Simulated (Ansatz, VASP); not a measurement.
**One calculation of Cu, two programs**

```
Cu
1.0
    -1.55420    1.55420    1.18587
     1.55420   -1.55420    1.18587
     1.55420    1.55420   -1.18587
Cu
1
Cartesian
  0.0000 0.0000 0.0000
```

Alike in both runs: task single point; functional r2SCAN; k mesh 26 × 26 × 26; occupations gaussian, width 0.15 eV; no spin polarisation.

|  | VASP | Ansatz |
| --- | --- | --- |
| version | VASP 6.6.1 | Ansatz 0.2.0 |
| potentials or method | VASP PAW PBE potentials, release 64 (Cu), cutoff 520 eV | scalar-relativistic, plane waves, PAW |
| valence electrons in the cell | 11 | 19 |

|  | VASP | Ansatz | Ansatz less VASP |
| --- | --- | --- | --- |
| gap on the k mesh at the Fermi level (eV) | none | none | - |
| pressure (GPa) | 5.2 | 4.6 | -0.63 |
| traceless stress, the component that is largest in VASP (GPa) | 14.61 | 14.51 | -0.104 |

VASP's potentials were made for PBE, not for r2SCAN. A gap of «none» marks a metal or a gap that the smearing closes. The functional is the same, so the differences come from potentials, cutoffs and numerics. VASP's potentials hold 11 valence electrons a cell and Ansatz's 19, so a difference there can come from the potentials and not from the codes.
